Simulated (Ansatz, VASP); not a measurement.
**One calculation of CdSiN2, two programs**

POSCAR

```
CdSiN2
1.0
    3.1499393445      0.0000000000      0.0000000000
    0.0000000000      3.1499393445      0.0000000000
    0.0000000000      0.0000000000     10.5181992429
Cd N Si
2 4 2
Direct
    0.5000000000      0.0000000000      0.8616232094
    0.0000000000      0.5000000000      0.1383767906
    0.5000000000      0.5000000000      0.0000000000
    0.0000000000      0.0000000000      0.3247102099
    0.5000000000      0.5000000000      0.5000000000
    0.0000000000      0.0000000000      0.6752897901
    0.5000000000      0.0000000000      0.3956755403
    0.0000000000      0.5000000000      0.6043244597
```

INCAR.step1

```
SYSTEM = CdSiN2
ALGO = Normal
EDIFF = 1E-4
ENCUT = 520
GGA = PE
ISMEAR = -1
LASPH = .TRUE.
LCHARG = .FALSE.
LREAL = .FALSE.
LWAVE = .TRUE.
NBANDS = 36
NELM = 60
PREC = Accurate
SIGMA = 0.02
```

Contents of INCAR.step2:

```
SYSTEM = CdSiN2
ALGO = Normal
EDIFF = 1E-6
ENCUT = 520
ISIF = 2
ISMEAR = -1
ISTART = 1
LASPH = .TRUE.
LCHARG = .TRUE.
LELF = .TRUE.
LMIXTAU = .TRUE.
LREAL = .FALSE.
LVHAR = .TRUE.
LWAVE = .FALSE.
METAGGA = R2SCAN
NBANDS = 36
NELM = 60
PREC = Accurate
SIGMA = 0.02
```

The input KPOINTS:

```
k-points
0
G
  8 8 2
  0 0 0
```

Input for Ansatz:

```yaml
crystal:
  lattice:
    - [3.1499393445, 0.0, 0.0]
    - [0.0, 3.1499393445, 0.0]
    - [0.0, 0.0, 10.5181992429]
  atoms:
    - { symbol: Cd, position: [0.5, 0.0, 0.8616232094] }
    - { symbol: "N", position: [0.5, 0.5, 0.0] }
    - { symbol: Cd, position: [0.0, 0.5, 0.1383767906] }
    - { symbol: "N", position: [0.0, 0.0, 0.3247102099] }
    - { symbol: Si, position: [0.5, 0.0, 0.3956755403] }
    - { symbol: "N", position: [0.5, 0.5, 0.5] }
    - { symbol: Si, position: [0.0, 0.5, 0.6043244597] }
    - { symbol: "N", position: [0.0, 0.0, 0.6752897901] }
kpoints:
  mp_grid: { grid: [8, 8, 2] }
hamiltonian:
  xc: r2scan
scf:
  occupations: { method: fermi_dirac, width: 0.02 }
  n_extra_bands: 6
output:
  forces: true
  stress: true
  eigenvalues: true
```

Alike in both runs: task single point; functional r2SCAN; k mesh 8 × 8 × 2; occupations fermi-dirac, width 0.02 eV; no spin polarisation.

```csv
,VASP,Ansatz
version,VASP 6.6.1,Ansatz 0.2.0
potentials or method,"VASP PAW PBE potentials, release 64 (Cd, N, Si)","plane waves, PAW"
plane-wave cutoff (eV),520,500
valence electrons in the cell,52,68
```

VASP gave:

| Property | Result |
| --- | --- |
| pressure (GPa) | -8.4 |
| rms of the force components (eV/Å) | 0.140 |

Task: Which values does Ansatz return?

Result: Pressure (GPa): -9.2; rms of the force components (eV/Å): 0.162.

VASP's potentials were made for PBE, not for r2SCAN. With one functional, cell and mesh, what is left measures potentials, basis and numerics. VASP's potentials hold 52 valence electrons a cell and Ansatz's 68, so a difference there can come from the potentials and not from the codes.
